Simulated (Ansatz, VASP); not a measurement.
# TiN: VASP beside Ansatz

The input INCAR:

```
  PREC = Accurate
  ENCUT = 520
  EDIFF = 1E-7
  ISMEAR = -1
  SIGMA = 0.1
  LREAL = F
  LASPH = T
  NELM = 100
  ALGO = Normal
  ISIF = 2
  LWAVE = F
  LCHARG = T
  GGA = PE
  LELF = T
  LVHAR = T
  NBANDS = 16
```

The input KPOINTS:

```
Automatic mesh
0
Gamma
  15 15 15
```

POSCAR

```
TiN
1.0
    0.0000000000      1.8302598574      1.8302598574
    1.8302598574      0.0000000000      1.8302598574
    1.8302598574      1.8302598574      0.0000000000
Ti N
1 1
Direct
    0.0000000000      0.0000000000      0.0000000000
    0.5000000000      0.5000000000      0.5000000000
```

Input for Ansatz:

```yaml
crystal:
  lattice:
    - [0.0, 1.8302598574, 1.8302598574]
    - [1.8302598574, 0.0, 1.8302598574]
    - [1.8302598574, 1.8302598574, 0.0]
  atoms:
    - { symbol: Ti, position: [0.0, 0.0, 0.0] }
    - { symbol: "N", position: [0.5, 0.5, 0.5] }
kpoints:
  mp_grid: { grid: [15, 15, 15] }
scf:
  occupations: { method: fermi_dirac, width: 0.1 }
hamiltonian:
  xc: pbe
  pseudopotentials: { kind: all_electron, lapw: { basis_error: 0.001 } }
output:
  forces: true
  stress: true
  eigenvalues: true
  populations: true
```

Change from the starting cell: volume scaled by 0.64, LAPW.

Alike in both runs: task single point; functional PBE; k mesh 15 × 15 × 15; occupations fermi-dirac, width 0.1 eV; no spin polarisation.

|  | VASP | Ansatz |
| --- | --- | --- |
| version | VASP 6.6.1 | Ansatz 0.2.0 |
| potentials or method | VASP PAW PBE potentials, release 64 (Ti_sv, N), cutoff 520 eV | all-electron LAPW, scalar-relativistic |

VASP gave:

```
pressure (GPa) : 311.8
```

Q: Which values does Ansatz return?

A: Pressure (GPa): 312.4.

Both programs put the cell under a high pressure, so it lies far from rest at this level. Ansatz ran all-electron here, and VASP with PAW potentials.

Noted on VASP's run: the cell as given lies far from equilibrium.
